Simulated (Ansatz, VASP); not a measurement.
# One calculation of In4Bi3P, two programs

```
P In Bi
1.0
    -3.24479    3.24479    6.46735
     3.24479   -3.24479    6.46735
     3.24479    3.24479   -6.46735
P In Bi
1 4 3
Direct
  0.00000 0.00000 0.00000
  0.65629 0.65629 0.54587
  0.88957 0.34371 0.00000
  0.11043 0.11043 0.45413
  0.34371 0.88957 0.00000
  0.25000 0.75000 0.50000
  0.50000 0.50000 0.00000
  0.75000 0.25000 0.50000
```

Alike in both runs: task single point; functional PBE; k mesh 4 × 4 × 4; occupations fermi-dirac, width 0.02 eV; no spin polarisation.

|  | VASP | Ansatz |
| --- | --- | --- |
| version | VASP 6.6.1 | Ansatz 0.2.0 |
| potentials or method | VASP PAW PBE potentials, release 64 (P, In_d, Bi_d) | plane waves, PAW |
| plane-wave cutoff (eV) | 500 | 420 |
| valence electrons in the cell | 102 | 102 |

|  | VASP | Ansatz | Ansatz less VASP |
| --- | --- | --- | --- |
| pressure (GPa) | 2.5 | 2.5 | +0.03 |
| rms of the force components (eV/Å) | 0.003 | 0.004 | +0.0011 |

Neither program's run includes spin-orbit coupling.
